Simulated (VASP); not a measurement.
# Sn (Im-3m) in VASP: notebook

Sn is run at these levels: PBEsol; tasks: single point.

All numbers are computed with VASP 6.6.1; they aren't measurements. Logs are shortened: lines on timing, memory, paths and dates and some standing lists are left out, and cuts for length are marked.

## 1. The cell of the first run

It takes space group Im-3m (No. 229, cubic). Conventional cell: a = 3.789 Å, b = 3.789 Å, c = 3.789 Å, α = 90.00°, β = 90.00°, γ = 90.00°. Sn (site symmetry m-3m) has 14 Sn at 3.28 to 3.79 Å within 4.3 Å.

## 2. Single point, PBEsol

INCAR reads:

```
SYSTEM = Sn
  PREC = Accurate
  ENCUT = 520
  EDIFF = 1E-6
  ISMEAR = -1
  SIGMA = 0.3
  LREAL = .FALSE.
  LASPH = .TRUE.
  NELM = 100
  ALGO = Normal
  ISIF = 2
  LWAVE = .FALSE.
  LCHARG = .FALSE.
  GGA = PS
  NBANDS = 13
```

KPOINTS reads:

```
Automatic mesh
0
G
  10 10 10
  0 0 0
```

POSCAR reads:

```
Sn
1.0
   -1.8946518200      1.8946518200      1.8946518200
    1.8946518200     -1.8946518200      1.8946518200
    1.8946518200      1.8946518200     -1.8946518200
Sn
1
Direct
    0.0000000000      0.0000000000      0.0000000000
```

Potentials or basis: VASP PAW PBE potentials, release 64 (Sn_d).

Command:

```
cat potpaw_PBE.64/Sn_d/POTCAR > POTCAR
mpirun -np 1 vasp_std > vasp.out
```

OUTCAR:

```text
SYSTEM = Sn
   PREC = Accurate
   ENCUT = 520
   EDIFF = 1E-6
   ISMEAR = -1
   LREAL = .FALSE.
   LASPH = .TRUE.
   NELM = 100
   ISIF = 2
   GGA = PS

 ion  position               nearest neighbor table
   1  0.000  0.000  0.000-

  LATTYP: Found a body centered cubic cell.
 ALAT       =     3.7893036400

  Lattice vectors:

 A1 = (  -1.8946518200,   1.8946518200,   1.8946518200)
 A2 = (   1.8946518200,  -1.8946518200,   1.8946518200)
 A3 = (   1.8946518200,   1.8946518200,  -1.8946518200)

Analysis of symmetry for initial positions (statically):
=====================================================================
 Subroutine PRICEL returns:
 Original cell was already a primitive cell.

 Routine SETGRP: Setting up the symmetry group for a
 body centered cubic supercell.

 Subroutine GETGRP returns: Found 48 space group operations
 (whereof 48 operations were pure point group operations)
 out of a pool of 48 trial point group operations.

The static configuration has the point symmetry O_h .

Analysis of symmetry for dynamics (positions and initial velocities):
=====================================================================
 Subroutine PRICEL returns:
 Original cell was already a primitive cell.

 Routine SETGRP: Setting up the symmetry group for a
 body centered cubic supercell.

 Subroutine GETGRP returns: Found 48 space group operations
 (whereof 48 operations were pure point group operations)
 out of a pool of 48 trial point group operations.

The dynamic configuration has the point symmetry O_h .

 Subroutine INISYM returns: Found 48 space group operations
 (whereof 48 operations are pure point group operations),
 and found     1 'primitive' translations

----------------------------------------------------------------------------------------

                                     Primitive cell

  volume of cell :      27.2050

  direct lattice vectors                    reciprocal lattice vectors
    -1.894651820  1.894651820  1.894651820     0.000000000  0.263900731  0.263900731
     1.894651820 -1.894651820  1.894651820     0.263900731  0.000000000  0.263900731
     1.894651820  1.894651820 -1.894651820     0.263900731  0.263900731  0.000000000

  length of vectors
     3.281633215  3.281633215  3.281633215     0.373211993  0.373211993  0.373211993

  position of ions in fractional coordinates (direct lattice)
     0.000000000  0.000000000  0.000000000
[... 76 lines left out ...]
   EDIFF  = 0.1E-05   stopping-criterion for ELM
   LREAL  =      F    real-space projection
   EDIFFG = 0.1E-04   stopping-criterion for IOM
   NSW    =      0    number of steps for IOM
   IBRION =     -1    ionic relax: 0-MD 1-quasi-New 2-CG
   NFREE  =      0    steps in history (QN), initial steepest desc. (CG)
   ISIF   =      2    stress and relaxation
   ISYM   =      2    0-nonsym 1-usesym 2-fastsym
   POTIM  = 0.5000    time-step for ionic-motion
   TEBEG  =    0.0;   TEEND  =   0.0 temperature during run
   PSTRESS=    0.0 pullay stress
   NELECT =      14.0000    total number of electrons
   NUPDOWN=      -1.0000    fix difference up-down
   EMIN   =  10.00;   EMAX   =-10.00  energy-range for DOS
   EFERMI =   0.00;   METHOD = LEGACY
   ISMEAR =    -1;   SIGMA  =   0.30  broadening in eV -4-tet -1-fermi 0-gaus
   EFERMI_NEDOS =   21; number of points for ismear=-14 and -15
   IALGO  =     38    algorithm
   IMIX   =      4    mixing-type and parameters
     AMIX     =   0.40;   BMIX     =  1.00
     AMIX_MAG =   1.60;   BMIX_MAG =  1.00
  volume/ion in A,a.u.               =      27.20       183.59
  Fermi-wavevector in a.u.,A,eV,Ry     =   1.311902  2.479136 23.416813  1.721087
  Thomas-Fermi vector in A             =   2.442332
   LORBIT       =      0    0 simple, 1 ext, 2 COOP (PROOUT), +10 PAW based schemes
   GGA     = PS    functional components
   LHFCALC =     F    Hartree Fock is set to
   AEXX    =    0.0000 exact exchange contribution
   IVDW    =     0    specifies the selected vdW correction
   LEPSILON=     F    determine dielectric tensor
   LRPA    =     F    only Hartree local field effects (RPA)
 non-spin polarized calculation
  energy-cutoff  :      520.00
  volume of cell :       27.20
 maximum number of plane-waves:       751
   NGX = 13   NGY = 13   NGZ = 13

 number of electron      13.9999996 magnetization

 Free energy of the ion-electron system (eV)
  ---------------------------------------------------
  ext. energy  EPLUGINS =         0.00000000
  ---------------------------------------------------
  free energy    TOTEN  =        -4.30700119 eV

  energy without entropy =       -4.12848377  energy(sigma->0) =       -4.21774248

 E-fermi :   7.8897     XC(G=0): -10.5013

 val. band max:        7.8880653741   @ k =   0.3000   0.0000   0.0000
 cond. band min:       7.9147156435   @ k =   0.2000   0.2000   0.2000
 fundamental gap:      0.0266502693
 Fermi energy:         7.8897430661

 k-point     1 :       0.0000    0.0000    0.0000
  band No.  band energies     occupation
      1     -13.5274      2.00000
      2     -13.5274      2.00000
      3     -13.5274      2.00000
      4     -13.3878      2.00000
      5     -13.3878      2.00000
      6      -3.1747      2.00000
      7      15.8586      0.00000
      8      15.8586      0.00000
      9      15.8586      0.00000
     10      20.0368      0.00000
     11      20.0368      0.00000
     12      20.0368      0.00000
     13      20.6635      0.00000
[... 354 lines left out ...]
  band No.  band energies     occupation
      1     -13.5354      2.00000
      2     -13.4903      2.00000
      3     -13.4205      2.00000
      4     -13.3966      2.00000
      5     -13.3849      2.00000
      6      -0.9995      2.00000
      7       8.0679      0.71155
      8      11.7610      0.00000
      9      13.0599      0.00000
     10      16.9086      0.00000
     11      17.9332      0.00000
     12      18.8990      0.00000
     13      24.6863      0.00000

 [... further k-points ...]
[... 5 lines left out ...]
  --------------------------------------------------------------------------------------
  -------------------------------------------------------------------------------------
  Total       -0.2771582     -0.2771582     -0.2771582     -0.0000000      0.0000000     -0.0000000
  in kB      -16.3226273    -16.3226273    -16.3226273     -0.0000000      0.0000000     -0.0000000
  external PRESSURE =     -16.3226273 kB  Pullay stress =       0.0000000 kB

 VOLUME and BASIS-vectors are now :
 -----------------------------------------------------------------------------
  energy-cutoff  :      520.00
  volume of cell :       27.20
      direct lattice vectors                 reciprocal lattice vectors
    -1.894651820  1.894651820  1.894651820     0.000000000  0.263900731  0.263900731
     1.894651820 -1.894651820  1.894651820     0.263900731  0.000000000  0.263900731
     1.894651820  1.894651820 -1.894651820     0.263900731  0.263900731  0.000000000

 POSITION                                       TOTAL-FORCE (eV/Angst)
 -----------------------------------------------------------------------------------
      0.00000      0.00000      0.00000         0.000000     -0.000000      0.000000
 -----------------------------------------------------------------------------------
    total drift:                               -0.000000      0.000000      0.000000

  FREE ENERGIE OF THE ION-ELECTRON SYSTEM (eV)
  ---------------------------------------------------
  free  energy   TOTEN  =        -4.3070011894 eV

  energy  without entropy=       -4.1284837697  energy(sigma->0) =       -4.21774248
```

Run time: 7.5 s. Hardware: 1 thread of AMD EPYC 7R13 (Zen 3), shared host; peak memory 0.11 GiB.

Results:

* Free energy: -4.3070 eV
* Pressure: -1.6 GPa
* Band gap on the k mesh: zero (band 7 reaches 15.86 eV, above the bottom of band 8 at 5.64 eV)

Levels at points of the mesh, in eV from the Fermi level:
```csv
k point,band 4,band 5,band 6,band 7,band 8,band 9,band 10,band 11
"(0.00, 0.00, 0.00)",-21.28,-21.28,-11.06,7.97,7.97,7.97,12.15,12.15
"(0.50, 0.00, 0.00)",-21.28,-21.19,-6.40,-4.40,3.62,5.45,7.98,8.29
"(0.50, 0.50, 0.50)",-21.21,-21.21,-2.48,-0.45,-0.45,-0.45,3.87,3.87
```

Caveat: the PAW data sets were made with another functional, which shifts forces and pressure a little; spin-orbit coupling is left out, which moves the levels of the heavy elements.

## 3. Single point, PBEsol

INCAR reads:

```
  PREC = Accurate
  ENCUT = 520
  EDIFF = 1E-6
  ISMEAR = -1
  SIGMA = 0.2
  LREAL = F
  LASPH = T
  NELM = 100
  ALGO = Normal
  ISIF = 2
  LWAVE = F
  LCHARG = F
  GGA = PS
  NBANDS = 13
```

KPOINTS reads:

```
regular mesh
0
Gamma
  10 10 10
```

POSCAR is that of step 2.

Potentials or basis: VASP PAW PBE potentials, release 64 (Sn_d).

Command:

```
cat potpaw_PBE.64/Sn_d/POTCAR > POTCAR
mpirun -np 1 vasp_std > vasp.out
```

It took 7.9 s on 1 thread of AMD EPYC 7R13 (Zen 3), shared host; peak memory 0.11 GiB.

It converged, with:

* Free energy: -4.2561 eV
* Pressure: -1.9 GPa
* Band gap on the k mesh: zero (band 7 reaches 15.86 eV, above the bottom of band 8 at 5.64 eV)

Levels at points of the mesh, in eV from the Fermi level:
```
           k point  band 3  band 4  band 5  band 6  band 7  band 8  band 9  band 10  band 11  band 12
(0.00, 0.00, 0.00)  -21.42  -21.28  -21.28  -11.06    7.97    7.97    7.97    12.15    12.15    12.15
(0.50, 0.00, 0.00)  -21.29  -21.28  -21.19   -6.40   -4.39    3.62    5.45     7.98     8.29    14.98
(0.50, 0.50, 0.50)  -21.21  -21.21  -21.21   -2.47   -0.45   -0.45   -0.45     3.87     3.87    18.25
```

Caveat: the PAW data sets were made with another functional, which shifts forces and pressure a little; spin-orbit coupling is left out, which moves the levels of the heavy elements.

## 4. Single point, PBEsol

INCAR reads:

```
SYSTEM = Sn
PREC = Accurate
ENCUT = 520
EDIFF = 1E-7
ISMEAR = -1
SIGMA = 0.1
LREAL = .FALSE.
LASPH = .TRUE.
NELM = 100
ALGO = Normal
ISIF = 2
LWAVE = .FALSE.
LCHARG = .FALSE.
GGA = PS
NBANDS = 13
```

KPOINTS reads:

```
Automatic mesh
0
G
  10 10 10
  0 0 0
```

POSCAR is that of step 3.

Potentials or basis: VASP PAW PBE potentials, release 64 (Sn_d).

Command:

```
cat potpaw_PBE.64/Sn_d/POTCAR > POTCAR
mpirun -np 1 vasp_std > vasp.out
```

OUTCAR:

```text
SYSTEM = Sn
   PREC = Accurate
   ENCUT = 520
   EDIFF = 1E-7
   ISMEAR = -1
   LREAL = .FALSE.
   LASPH = .TRUE.
   NELM = 100
   ISIF = 2
   GGA = PS

 ion  position               nearest neighbor table
   1  0.000  0.000  0.000-

  LATTYP: Found a body centered cubic cell.
 ALAT       =     3.7893036400

  Lattice vectors:

 A1 = (  -1.8946518200,   1.8946518200,   1.8946518200)
 A2 = (   1.8946518200,  -1.8946518200,   1.8946518200)
 A3 = (   1.8946518200,   1.8946518200,  -1.8946518200)

Analysis of symmetry for initial positions (statically):
=====================================================================
 Subroutine PRICEL returns:
 Original cell was already a primitive cell.

 Routine SETGRP: Setting up the symmetry group for a
 body centered cubic supercell.

 Subroutine GETGRP returns: Found 48 space group operations
 (whereof 48 operations were pure point group operations)
 out of a pool of 48 trial point group operations.

The static configuration has the point symmetry O_h .

Analysis of symmetry for dynamics (positions and initial velocities):
=====================================================================
 Subroutine PRICEL returns:
 Original cell was already a primitive cell.

 Routine SETGRP: Setting up the symmetry group for a
 body centered cubic supercell.

 Subroutine GETGRP returns: Found 48 space group operations
 (whereof 48 operations were pure point group operations)
 out of a pool of 48 trial point group operations.

The dynamic configuration has the point symmetry O_h .

 Subroutine INISYM returns: Found 48 space group operations
 (whereof 48 operations are pure point group operations),
 and found     1 'primitive' translations

----------------------------------------------------------------------------------------

                                     Primitive cell

  volume of cell :      27.2050
[... 106 lines left out ...]
     AMIX     =   0.40;   BMIX     =  1.00
     AMIX_MAG =   1.60;   BMIX_MAG =  1.00
  volume/ion in A,a.u.               =      27.20       183.59
  Fermi-wavevector in a.u.,A,eV,Ry     =   1.311902  2.479136 23.416813  1.721087
  Thomas-Fermi vector in A             =   2.442332
   LORBIT       =      0    0 simple, 1 ext, 2 COOP (PROOUT), +10 PAW based schemes
   GGA     = PS    functional components
   LHFCALC =     F    Hartree Fock is set to
   AEXX    =    0.0000 exact exchange contribution
   IVDW    =     0    specifies the selected vdW correction
   LEPSILON=     F    determine dielectric tensor
   LRPA    =     F    only Hartree local field effects (RPA)
 non-spin polarized calculation
  energy-cutoff  :      520.00
  volume of cell :       27.20
 maximum number of plane-waves:       751
   NGX = 13   NGY = 13   NGZ = 13

 number of electron      13.9999996 magnetization

 Free energy of the ion-electron system (eV)
  ---------------------------------------------------
  ext. energy  EPLUGINS =         0.00000000
  ---------------------------------------------------
  free energy    TOTEN  =        -4.22216528 eV

  energy without entropy =       -4.19683549  energy(sigma->0) =       -4.20950038

 E-fermi :   7.8816     XC(G=0): -10.5021

 val. band max:        7.7971492626   @ k =   0.2000   0.2000   0.0000
 cond. band min:       7.8868149290   @ k =   0.3000   0.0000   0.0000
 fundamental gap:      0.0896656663
 Fermi energy:         7.8816470127

 k-point     1 :       0.0000    0.0000    0.0000
  band No.  band energies     occupation
      1     -13.5333      2.00000
      2     -13.5333      2.00000
      3     -13.5333      2.00000
      4     -13.3938      2.00000
      5     -13.3938      2.00000
      6      -3.1759      2.00000
      7      15.8568      0.00000
      8      15.8568      0.00000
      9      15.8568      0.00000
     10      20.0365      0.00000
     11      20.0365      0.00000
     12      20.0365      0.00000
     13      20.6623      0.00000
[... 354 lines left out ...]
  band No.  band energies     occupation
      1     -13.5413      2.00000
      2     -13.4962      2.00000
      3     -13.4265      2.00000
      4     -13.4025      2.00000
      5     -13.3909      2.00000
      6      -1.0007      2.00000
      7       8.0666      0.27185
      8      11.7596      0.00000
      9      13.0587      0.00000
     10      16.9077      0.00000
     11      17.9323      0.00000
     12      18.8983      0.00000
     13      24.6853      0.00000

 [... further k-points ...]
[... 5 lines left out ...]
  --------------------------------------------------------------------------------------
  -------------------------------------------------------------------------------------
  Total       -0.3608674     -0.3608674     -0.3608674      0.0000000      0.0000000     -0.0000000
  in kB      -21.2524992    -21.2524992    -21.2524992      0.0000000      0.0000000     -0.0000000
  external PRESSURE =     -21.2524992 kB  Pullay stress =       0.0000000 kB

 VOLUME and BASIS-vectors are now :
 -----------------------------------------------------------------------------
  energy-cutoff  :      520.00
  volume of cell :       27.20
      direct lattice vectors                 reciprocal lattice vectors
    -1.894651820  1.894651820  1.894651820     0.000000000  0.263900731  0.263900731
     1.894651820 -1.894651820  1.894651820     0.263900731  0.000000000  0.263900731
     1.894651820  1.894651820 -1.894651820     0.263900731  0.263900731  0.000000000

 POSITION                                       TOTAL-FORCE (eV/Angst)
 -----------------------------------------------------------------------------------
      0.00000      0.00000      0.00000         0.000000      0.000000     -0.000000
 -----------------------------------------------------------------------------------
    total drift:                               -0.000000      0.000000      0.000000

  FREE ENERGIE OF THE ION-ELECTRON SYSTEM (eV)
  ---------------------------------------------------
  free  energy   TOTEN  =        -4.2221652758 eV

  energy  without entropy=       -4.1968354932  energy(sigma->0) =       -4.20950038
```

stdout:

```text
POSCAR found type information on POSCAR Sn
 POSCAR found :  1 types and       1 ions
 scaLAPACK will be used
 -----------------------------------------------------------------------------
|                                                                             |
|                                                                             |
|     You enforced a specific xc type in the INCAR file but a different       |
|     I HOPE YOU KNOW WHAT YOU ARE DOING!                                     |
|                                                                             |
 -----------------------------------------------------------------------------

 LDA part: xc-table for (Slater+PW92), standard interpolation
 POSCAR, INCAR and KPOINTS ok, starting setup
 FFT: planning ... GRIDC
 FFT: planning ... GRID_SOFT
 FFT: planning ... GRID
 WAVECAR not read
 entering main loop
```

Run time: 8.7 s. Hardware: 1 thread of AMD EPYC 7R13 (Zen 3), shared host; peak memory 0.11 GiB.

What came out:

```
Free energy            : -4.2222 eV
Pressure               : -2.1 GPa
Band gap on the k mesh : zero (band 7 reaches 15.86 eV, above the bottom of band 8 at 5.64 eV)
```

Caveat: the PAW data sets were made with another functional, which shifts forces and pressure a little; spin-orbit coupling is left out, which moves the levels of the heavy elements.

## 5. Single point, PBEsol

INCAR reads:

```
SYSTEM = Sn
PREC = Accurate ; ENCUT = 520
EDIFF = 1E-6 ; ISMEAR = -1
SIGMA = 0.05 ; LREAL = .FALSE.
LASPH = .TRUE. ; NELM = 60
ALGO = Normal ; ISIF = 2
LWAVE = .FALSE. ; LCHARG = .TRUE.
GGA = PS ; LELF = .TRUE.
LVHAR = .TRUE. ; NBANDS = 13
```

KPOINTS reads:

```
regular mesh
0
G
  10 10 10
  0 0 0
```

POSCAR is that of step 4.

Command:

```
cat potpaw_PBE.64/Sn_d/POTCAR > POTCAR
mpirun -np 1 vasp_std > vasp.out
```

It took 8.6 s on 1 thread of AMD EPYC 7R13 (Zen 3), shared host; peak memory 0.11 GiB.

It converged, with:

```
Free energy            : -4.2120 eV
Pressure               : -2.2 GPa
Band gap on the k mesh : zero (band 7 reaches 15.86 eV, above the bottom of band 8 at 5.64 eV)
```

Levels at points of the mesh, in eV from the Fermi level:
| k point | band 3 | band 4 | band 5 | band 6 | band 7 | band 8 | band 9 | band 10 | band 11 | band 12 |
| --- | --- | --- | --- | --- | --- | --- | --- | --- | --- | --- |
| (0.00, 0.00, 0.00) | -21.42 | -21.28 | -21.28 | -11.06 | 7.98 | 7.98 | 7.98 | 12.16 | 12.16 | 12.16 |
| (0.50, 0.00, 0.00) | -21.28 | -21.28 | -21.19 | -6.39 | -4.39 | 3.63 | 5.46 | 7.98 | 8.30 | 14.99 |
| (0.50, 0.50, 0.50) | -21.21 | -21.21 | -21.21 | -2.47 | -0.44 | -0.44 | -0.44 | 3.87 | 3.87 | 18.26 |

Caveat: the PAW data sets were made with another functional, which shifts forces and pressure a little; spin-orbit coupling is left out, which moves the levels of the heavy elements.

## 6. Overview

| smearing | gap on the mesh (eV) | pressure (GPa) |
| --- | --- | --- |
| fermi-dirac 0.3 eV | none | -1.6 |
| fermi-dirac 0.2 eV | none | -1.9 |
| fermi-dirac 0.1 eV | none | -2.1 |
| fermi-dirac 0.05 eV | none | -2.2 |

Alike in all rows: task single point; level PBEsol; potentials or basis VASP PAW PBE potentials, release 64 (Sn_d); no spin polarisation; cell as given; k mesh 10 × 10 × 10; cutoff (eV) 520.

Every run on the cell as given and a fine mesh finds a metal.

Caveats: the PAW data sets were made with another functional, which shifts forces and pressure a little; spin-orbit coupling is left out, which moves the levels of the heavy elements.

Total energies depend on the potentials used, so only differences within one code and one set of settings carry meaning.
